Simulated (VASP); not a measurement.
Runs of VASP 6.6.1 on Te. The structure is that of space group Cmmm (No. 65), or close to it. The cells are those of the table. 

```tsv
cell	gap on the mesh (eV)	pressure (GPa)
a = 5.043 Å, angles 109.3, 81.4, 145.0°, 2 atoms	none	2.3
a = 5.112 Å, angles 109.3, 81.4, 145.0°, 2 atoms	none	0.2
a = 5.179 Å, angles 109.3, 81.4, 145.0°, 2 atoms	none	(b)
a = 4.971 Å, angles 109.3, 81.4, 145.0°, 2 atoms	none	(a)
a = 4.898 Å, angles 109.3, 81.4, 145.0°, 2 atoms	none	8.3
```

Alike in all rows: task single point; level r2SCAN; potentials or basis VASP PAW PBE potentials, release 64 (Te); no spin polarisation; k mesh 11 × 11 × 11; cutoff (eV) 520; smearing fermi-dirac 0.05 eV.

Question: Fill in the values left out.

Answer: (a) 5.0; (b) -1.5.

Caveats: the PAW data sets were made with another functional, which shifts forces and pressure a little; spin-orbit coupling is left out, which moves the levels of the heavy elements; the stress differs along the axes, from 1 to 7 GPa (at least some runs); the stress differs along the axes, from 2 to 12 GPa (at least some runs).

A k mesh can miss the band edges, and the runs leave out spin-orbit coupling on Te.

A gap of «none» marks levels without a gap at the run's occupations.
